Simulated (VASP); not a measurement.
A run of VASP 6.6.1 is set up as follows.

INCAR

```
SYSTEM = C16SO31
PREC     = Accurate       ! precision mode
ENCUT    = 520            ! plane-wave cutoff, eV
EDIFF    = 1E-8           ! SCF threshold, eV
ISMEAR   = -1             ! smearing method
SIGMA    = 0.01           ! smearing width, eV
LREAL    = Auto         
LASPH    = .True.         ! aspherical terms in the spheres
NELM     = 100            ! most SCF steps
ALGO     = Normal         ! electronic algorithm
ISIF     = 2              ! what is computed and relaxed
LWAVE    = .False.        ! write WAVECAR
LCHARG   = .False.        ! write CHGCAR
GGA      = PE             ! functional
LEFG     = .True.       
NBANDS   = 158            ! bands
LUSENCCL = .False.
```

Contents of KPOINTS:

```
Automatic mesh
0
Gamma
  3 3 3
  0 0 0
```

Contents of POSCAR:

```
C16SO31
1.0
   -4.3441000000      6.1110000000      4.2850000000
    4.3441000000     -6.1110000000      4.2850000000
    4.3441000000      6.1110000000     -4.2850000000
C S O
16 1 31
Direct
    0.2865000000      0.1250000000      0.1615000000
    0.7865000000      0.6250000000      0.1615000000
    0.7865000000      0.1250000000      0.6615000000
    0.2865000000      0.6250000000      0.6615000000
    0.4635000000      0.6250000000      0.3385000000
    0.9635000000      0.1250000000      0.3385000000
    0.9635000000      0.6250000000      0.8385000000
    0.4635000000      0.1250000000      0.8385000000
    0.7135000000      0.3750000000      0.3385000000
    0.2135000000      0.8750000000      0.3385000000
    0.2135000000      0.3750000000      0.8385000000
    0.7135000000      0.8750000000      0.8385000000
    0.5365000000      0.3750000000      0.6615000000
    0.0365000000      0.8750000000      0.6615000000
    0.0365000000      0.3750000000      0.1615000000
    0.5365000000      0.8750000000      0.1615000000
    0.4185000000      0.3695000000      0.3210000000
    0.9185000000      0.8695000000      0.3210000000
    0.9185000000      0.3695000000      0.8210000000
    0.4185000000      0.8695000000      0.8210000000
    0.5485000000      0.5975000000      0.1790000000
    0.0485000000      0.0975000000      0.1790000000
    0.0485000000      0.5975000000      0.6790000000
    0.5485000000      0.0975000000      0.6790000000
    0.3315000000      0.6525000000      0.4510000000
    0.8315000000      0.1525000000      0.4510000000
    0.8315000000      0.6525000000      0.9510000000
    0.3315000000      0.1525000000      0.9510000000
    0.2015000000      0.3805000000      0.5490000000
    0.7015000000      0.8805000000      0.5490000000
    0.7015000000      0.3805000000      0.0490000000
    0.2015000000      0.8805000000      0.0490000000
    0.5815000000      0.6305000000      0.6790000000
    0.0815000000      0.1305000000      0.6790000000
    0.0815000000      0.6305000000      0.1790000000
    0.5815000000      0.1305000000      0.1790000000
    0.4515000000      0.4025000000      0.8210000000
    0.9515000000      0.9025000000      0.8210000000
    0.9515000000      0.4025000000      0.3210000000
    0.4515000000      0.9025000000      0.3210000000
    0.6685000000      0.3475000000      0.5490000000
    0.1685000000      0.8475000000      0.5490000000
    0.1685000000      0.3475000000      0.0490000000
    0.6685000000      0.8475000000      0.0490000000
    0.7985000000      0.6195000000      0.4510000000
    0.2985000000      0.1195000000      0.4510000000
    0.2985000000      0.6195000000      0.9510000000
    0.7985000000      0.1195000000      0.9510000000
```

Potentials or basis: VASP PAW PBE potentials, release 64 (C, S, O).

The run is started by

```sh
$ cat potpaw_PBE.64/C/POTCAR potpaw_PBE.64/S/POTCAR potpaw_PBE.64/O/POTCAR > POTCAR
$ mpirun -np 1 vasp_std > vasp.out
```

Task: Estimate the largest force.

Result: 9.589 eV/Å.

Task: Predict the pressure.

Result: -35.9 GPa.

Task: What does it give for the band gap on the k mesh?

Result: 0.36 eV.

Electric field gradients, principal values (V/Å²):
| atom | least | middle | greatest (by size) |
| --- | --- | --- | --- |
| 1 C | 16.307 | 19.173 | -35.480 |
| 2 C | 13.921 | 18.560 | -32.481 |
| 3 C | 13.808 | 18.537 | -32.345 |
| 4 C | 12.932 | 19.062 | -31.994 |
| 5 C | 6.879 | 17.368 | -24.247 |
| 6 C | 13.539 | 18.166 | -31.705 |
| 7 C | 13.168 | 19.415 | -32.582 |
| 8 C | 15.271 | 16.747 | -32.018 |
| 9 C | 13.850 | 18.091 | -31.941 |
| 10 C | 13.246 | 18.898 | -32.144 |
| 11 C | 14.104 | 18.588 | -32.692 |
| 12 C | 13.450 | 18.728 | -32.178 |
| 13 C | 14.472 | 17.779 | -32.251 |
| 14 C | 13.944 | 18.422 | -32.366 |
| 15 C | 13.757 | 18.505 | -32.262 |
| 16 C | 13.399 | 18.962 | -32.361 |
| 17 S | 9.372 | 112.898 | -122.270 |
| 18 O | -51.435 | -170.385 | 221.820 |
| 19 O | -50.911 | -171.473 | 222.384 |
| 20 O | -51.963 | -170.125 | 222.088 |
| 21 O | -46.011 | -168.734 | 214.745 |
| 22 O | -62.461 | -159.147 | 221.608 |
| 23 O | -49.654 | -171.763 | 221.418 |
| 24 O | -49.767 | -169.715 | 219.481 |
| 25 O | -48.830 | -164.324 | 213.153 |
| 26 O | -49.456 | -170.919 | 220.375 |
| 27 O | -49.992 | -172.188 | 222.180 |
| 28 O | -60.358 | -161.813 | 222.171 |
| 29 O | -59.889 | -159.296 | 219.186 |
| 30 O | -51.352 | -171.250 | 222.602 |
| 31 O | -52.863 | -169.475 | 222.338 |
| 32 O | -39.119 | -176.521 | 215.640 |
| 33 O | -50.106 | -171.978 | 222.083 |
| 34 O | -50.916 | -171.467 | 222.383 |
| 35 O | -51.458 | -172.033 | 223.491 |
| 36 O | -47.816 | -175.474 | 223.290 |
| 37 O | -49.846 | -172.883 | 222.730 |
| 38 O | -49.829 | -171.645 | 221.474 |
| 39 O | -48.473 | -174.038 | 222.510 |
| 40 O | -49.597 | -172.291 | 221.888 |
| 41 O | -48.834 | -173.101 | 221.935 |
| 42 O | -51.025 | -171.041 | 222.066 |
| 43 O | -50.502 | -171.881 | 222.383 |
| 44 O | -47.231 | -174.560 | 221.791 |
| 45 O | -49.630 | -168.645 | 218.276 |
| 46 O | -49.235 | -172.145 | 221.380 |
| 47 O | -51.292 | -171.266 | 222.558 |
| 48 O | -49.900 | -171.041 | 220.941 |

Caveat: semilocal functionals underestimate gaps, and a narrow one can read as zero; without QUAD_EFG the Cq values of the log hold for a quadrupole moment of 1 mb, not for the nuclei.
